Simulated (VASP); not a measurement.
A run of VASP 6.6.1 is set up as follows.

File INCAR:

```
SYSTEM = TiO2
PREC = Accurate
ENCUT = 520
EDIFF = 1E-7
ISMEAR = -1
SIGMA = 0.05
LREAL = .FALSE.
LASPH = .TRUE.
NELM = 100
ALGO = Normal
ISIF = 2
LWAVE = .FALSE.
LCHARG = .TRUE.
GGA = PE
LELF = .TRUE.
LVHAR = .TRUE.
NBANDS = 33
```

KPOINTS

```
Automatic mesh
0
G
  5 5 7
  0 0 0
```

POSCAR

```
TiO2
1.0
    4.4663224078      0.0000000000      0.0000000000
    0.0000000000      4.4663224078      0.0000000000
    0.0000000000      0.0000000000      2.8763341947
Ti O
2 4
Direct
    0.0000000000      0.0000000000      0.0000000000
    0.5000000000      0.5000000000      0.5000000000
    0.3049600000      0.3049600000      0.0000000000
    0.1950400000      0.8049600000      0.5000000000
    0.6950400000      0.6950400000      0.0000000000
    0.8049600000      0.1950400000      0.5000000000
```

Potentials or basis: VASP PAW PBE potentials, release 64 (Ti_sv, O).

The run is started by

```bash
$ cat potpaw_PBE.64/Ti_sv/POTCAR potpaw_PBE.64/O/POTCAR > POTCAR
$ mpirun -np 1 vasp_std > vasp.out
```

**Question.** Predict the largest force.

**Answer.** 0.593 eV/Å.

**Question.** Estimate the band gap on the k mesh.

**Answer.** 2.08 eV.

**Question.** Estimate the pressure.

**Answer.** 31.1 GPa.

Stress tensor (GPa, compression positive):
```
29.08  0.00  0.00
 0.00 29.08  0.00
 0.00  0.00 35.02
```

Caveat: the stress differs along the axes, from 29 to 35 GPa. Expect the measured gap to be larger: semilocal functionals such as PBE lack the derivative discontinuity.
